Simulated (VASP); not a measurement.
# Zn3SeS2 (P6_3mc) in VASP: single point with PBE

Aim: the single point of Zn3SeS2 with PBE.

Everything below comes from runs of VASP 6.6.1. Logs are shortened: lines on timing, memory, paths and dates and some standing lists are left out, and cuts for length are marked.

## (1) The cell of the first run

Symmetry: P6_3mc, No. 186, hexagonal system. Conventional cell: a = 3.916 Å, b = 3.916 Å, c = 19.219 Å, α = 90.00°, β = 90.00°, γ = 120.00°. Zn (site symmetry 3m) has 1 S at 2.36 Å and 3 Se at 2.44 Å within 3.1 Å. Within 3.1 Å of Zn (site symmetry 3m) lie 4 S at 2.36 to 2.38 Å. Within 3.1 Å of Zn (site symmetry 3m) lie 3 S at 2.38 Å and 1 Se at 2.48 Å. Se (site symmetry 3m) has 4 Zn at 2.44 to 2.48 Å within 3.2 Å. S (site symmetry 3m) has 4 Zn at 2.36 to 2.38 Å within 3.1 Å. Within 3.1 Å of S (site symmetry 3m) lie 4 Zn at 2.36 to 2.38 Å.

## (2) Single point, PBE

Input file INCAR:

```
PREC = Accurate
ENCUT = 520
EDIFF = 1E-7
ISMEAR = 0
SIGMA = 0.02
LREAL = False
LASPH = True
NELM = 100
ALGO = Normal
ISIF = 2
LWAVE = False
LCHARG = False
GGA = PE
NBANDS = 66
```

Input file KPOINTS:

```
regular mesh
0
Gamma
  12 12 2
```

Input file POSCAR:

```
Zn3SeS2
1.0
    3.9158404248      0.0000000000      0.0000000000
   -1.9579202124      3.3912172850      0.0000000000
    0.0000000000      0.0000000000     19.2194142510
Zn Se S
6 2 4
Direct
    0.0000000000      0.0000000000      0.0051043008
    0.0000000000      0.0000000000      0.5051043008
    0.3333333333      0.6666666667      0.1667063176
    0.6666666667      0.3333333333      0.6667063176
    0.6666666667      0.3333333333      0.3284613012
    0.3333333333      0.6666666667      0.8284613012
    0.6666666667      0.3333333333      0.4574223019
    0.3333333333      0.6666666667      0.9574223019
    0.0000000000      0.0000000000      0.1277067821
    0.0000000000      0.0000000000      0.6277067821
    0.3333333333      0.6666666667      0.2895989964
    0.6666666667      0.3333333333      0.7895989964
```

Potentials or basis: VASP PAW PBE potentials, release 64 (Zn, Se, S).

Command:

```
$ cat potpaw_PBE.64/Zn/POTCAR potpaw_PBE.64/Se/POTCAR potpaw_PBE.64/S/POTCAR > POTCAR
$ mpirun -np 1 vasp_std > vasp.out
```

OUTCAR:

```text
PREC = Accurate
   ENCUT = 520
   EDIFF = 1E-7
   ISMEAR = 0
   LREAL = False
   LASPH = True
   NELM = 100
   ISIF = 2
   GGA = PE

 ion  position               nearest neighbor table
   1  0.000  0.000  0.005-   9 2.36   8 2.44   8 2.44   8 2.44
   2  0.000  0.000  0.505-  10 2.36   7 2.44   7 2.44   7 2.44
   3  0.333  0.667  0.167-  11 2.36   9 2.38   9 2.38   9 2.38
   4  0.667  0.333  0.667-  12 2.36  10 2.38  10 2.38  10 2.38
   5  0.667  0.333  0.328-  11 2.38  11 2.38  11 2.38   7 2.48
   6  0.333  0.667  0.828-  12 2.38  12 2.38  12 2.38   8 2.48
   7  0.667  0.333  0.457-   2 2.44   2 2.44   2 2.44   5 2.48
   8  0.333  0.667  0.957-   1 2.44   1 2.44   1 2.44   6 2.48
   9  0.000  0.000  0.128-   1 2.36   3 2.38   3 2.38   3 2.38
  10  0.000  0.000  0.628-   2 2.36   4 2.38   4 2.38   4 2.38
  11  0.333  0.667  0.290-   3 2.36   5 2.38   5 2.38   5 2.38
  12  0.667  0.333  0.790-   4 2.36   6 2.38   6 2.38   6 2.38

  LATTYP: Found a hexagonal cell.
 ALAT       =     3.9158404248
 C/A-ratio  =     4.9081198839

  Lattice vectors:

 A1 = (   3.9158404248,   0.0000000000,   0.0000000000)
 A2 = (  -1.9579202124,   3.3912172850,   0.0000000000)
 A3 = (   0.0000000000,   0.0000000000,  19.2194142510)

Analysis of symmetry for initial positions (statically):
=====================================================================
 Subroutine PRICEL returns:
 Original cell was already a primitive cell.

 Routine SETGRP: Setting up the symmetry group for a
 hexagonal supercell.

 Subroutine GETGRP returns: Found 12 space group operations
 (whereof  6 operations were pure point group operations)
 out of a pool of 24 trial point group operations.

The static configuration has the point symmetry C_3v.
 The point group associated with its full space group is C_6v.

Analysis of symmetry for dynamics (positions and initial velocities):
=====================================================================
 Subroutine PRICEL returns:
 Original cell was already a primitive cell.

 Routine SETGRP: Setting up the symmetry group for a
 hexagonal supercell.

 Subroutine GETGRP returns: Found 12 space group operations
 (whereof  6 operations were pure point group operations)
 out of a pool of 24 trial point group operations.

The dynamic configuration has the point symmetry C_3v.
 The point group associated with its full space group is C_6v.

 Subroutine INISYM returns: Found 12 space group operations
[... 123 lines left out ...]
   ISIF   =      2    stress and relaxation
   ISYM   =      2    0-nonsym 1-usesym 2-fastsym
   POTIM  = 0.5000    time-step for ionic-motion
   TEBEG  =    0.0;   TEEND  =   0.0 temperature during run
   PSTRESS=    0.0 pullay stress
   NELECT =     108.0000    total number of electrons
   NUPDOWN=      -1.0000    fix difference up-down
   EMIN   =  10.00;   EMAX   =-10.00  energy-range for DOS
   EFERMI =   0.00;   METHOD = LEGACY
   ISMEAR =     0;   SIGMA  =   0.02  broadening in eV -4-tet -1-fermi 0-gaus
   EFERMI_NEDOS =   21; number of points for ismear=-14 and -15
   IALGO  =     38    algorithm
   IMIX   =      4    mixing-type and parameters
     AMIX     =   0.40;   BMIX     =  1.00
     AMIX_MAG =   1.60;   BMIX_MAG =  1.00
  volume/ion in A,a.u.               =      21.27       143.53
  Fermi-wavevector in a.u.,A,eV,Ry     =   1.229068  2.322601 20.553064  1.510608
  Thomas-Fermi vector in A             =   2.363969
   LORBIT       =      0    0 simple, 1 ext, 2 COOP (PROOUT), +10 PAW based schemes
   GGA     = PE    functional components
   LHFCALC =     F    Hartree Fock is set to
   AEXX    =    0.0000 exact exchange contribution
   IVDW    =     0    specifies the selected vdW correction
   LEPSILON=     F    determine dielectric tensor
   LRPA    =     F    only Hartree local field effects (RPA)
 non-spin polarized calculation
 Gauss-broadening in eV      SIGMA  =   0.02
  energy-cutoff  :      520.00
  volume of cell :      255.22
 maximum number of plane-waves:      6908
 NGX is ok and might be reduce to    30
   NGX = 15   NGY = 15   NGZ = 71

 number of electron     107.9999908 magnetization

 Free energy of the ion-electron system (eV)
  ---------------------------------------------------
  ext. energy  EPLUGINS =         0.00000000
  ---------------------------------------------------
  free energy    TOTEN  =       -39.32793487 eV

  energy without entropy =      -39.32793487  energy(sigma->0) =      -39.32793487

 E-fermi :   2.0858     XC(G=0):  -9.4005

 val. band max:        1.9419287169   @ k =   0.0000   0.0000   0.0000
 cond. band min:       3.3883246709   @ k =   0.0000   0.0000   0.0000
 fundamental gap:      1.4463959541
 Fermi energy:         2.0857959291

 k-point     1 :       0.0000    0.0000    0.0000
  band No.  band energies     occupation
      1     -11.3108      2.00000
      2     -11.1511      2.00000
      3     -11.0993      2.00000
      4     -10.7172      2.00000
      5     -10.7037      2.00000
      6     -10.4746      2.00000
[... 1645 lines left out ...]
     65       8.2886      0.00000
     66       8.2886      0.00000

 [... further k-points ...]
[... 5 lines left out ...]
  --------------------------------------------------------------------------------------
  -------------------------------------------------------------------------------------
  Total        0.2350060      0.2350060      0.3046177      0.0000000      0.0000000      0.0000000
  in kB        1.4752605      1.4752605      1.9122510      0.0000000      0.0000000      0.0000000
  external PRESSURE =       1.6209240 kB  Pullay stress =       0.0000000 kB

 VOLUME and BASIS-vectors are now :
 -----------------------------------------------------------------------------
  energy-cutoff  :      520.00
  volume of cell :      255.22
      direct lattice vectors                 reciprocal lattice vectors
     3.915840425  0.000000000  0.000000000     0.255373021  0.147439683  0.000000000
    -1.957920212  3.391217285  0.000000000     0.000000000  0.294879365  0.000000000
     0.000000000  0.000000000 19.219414251     0.000000000  0.000000000  0.052030722

 POSITION                                       TOTAL-FORCE (eV/Angst)
 -----------------------------------------------------------------------------------
      0.00000      0.00000      0.09810        -0.000000     -0.000000      0.009779
      0.00000      0.00000      9.70781         0.000000     -0.000000      0.009779
     -0.00000      2.26081      3.20400        -0.000000     -0.000000      0.004146
      1.95792      1.13041     12.81370         0.000000      0.000000      0.004146
      1.95792      1.13041      6.31283        -0.000000      0.000000     -0.009903
     -0.00000      2.26081     15.92254        -0.000000     -0.000000     -0.009903
      1.95792      1.13041      8.79139        -0.000000      0.000000     -0.003790
     -0.00000      2.26081     18.40110         0.000000     -0.000000     -0.003790
      0.00000      0.00000      2.45445        -0.000000     -0.000000     -0.001391
      0.00000      0.00000     12.06416         0.000000     -0.000000     -0.001391
     -0.00000      2.26081      5.56592         0.000000     -0.000000      0.001160
      1.95792      1.13041     15.17563        -0.000000     -0.000000      0.001160
 -----------------------------------------------------------------------------------
    total drift:                               -0.000001     -0.000002      0.001853

  FREE ENERGIE OF THE ION-ELECTRON SYSTEM (eV)
  ---------------------------------------------------
  free  energy   TOTEN  =       -39.3279348718 eV

  energy  without entropy=      -39.3279348718  energy(sigma->0) =      -39.32793487
```

stdout:

```text
POSCAR found type information on POSCAR ZnSeS
 POSCAR found :  3 types and      12 ions
 scaLAPACK will be used
 LDA part: xc-table for (Slater+PW92), standard interpolation
 POSCAR, INCAR and KPOINTS ok, starting setup
 FFT: planning ... GRIDC
 FFT: planning ... GRID_SOFT
 FFT: planning ... GRID
 WAVECAR not read
 entering main loop
```

It took 9 min on 1 thread of Intel Xeon 6975P-C (Granite Rapids), shared host; peak memory 0.66 GiB.

What came out:

| Quantity | Value |
| --- | --- |
| Free energy | -39.3279 eV |
| Pressure | 0.2 GPa |
| Largest force | 0.010 eV/Å |
| Band gap on the k mesh | 1.45 eV |

Forces in eV/Å, atoms in the order of the input:
```
Zn   0.000  0.000  0.010
Zn   0.000  0.000  0.010
Zn   0.000  0.000  0.004
Zn   0.000  0.000  0.004
Zn   0.000  0.000 -0.010
Zn   0.000  0.000 -0.010
Se   0.000  0.000 -0.004
Se   0.000  0.000 -0.004
S    0.000  0.000 -0.001
S    0.000  0.000 -0.001
S    0.000  0.000  0.001
S    0.000  0.000  0.001
```

Levels at points of the mesh, in eV from the valence-band top:
| k point | band 51 | band 52 | band 53 | band 54 | band 55 | band 56 | band 57 | band 58 |
| --- | --- | --- | --- | --- | --- | --- | --- | --- |
| (0.00, 0.00, 0.00) | -0.06 | -0.06 | 0.00 | 0.00 | 1.45 | 2.49 | 2.55 | 2.69 |
| (0.50, 0.00, 0.00) | -1.62 | -1.32 | -1.13 | -0.96 | 2.88 | 3.16 | 3.29 | 3.30 |
| (0.00, 0.00, 0.50) | -0.03 | -0.03 | -0.03 | -0.03 | 1.95 | 1.95 | 2.65 | 2.65 |
| (0.50, 0.00, 0.50) | -1.41 | -1.41 | -1.03 | -1.03 | 2.88 | 2.88 | 3.38 | 3.38 |

A k mesh can miss the band edges.
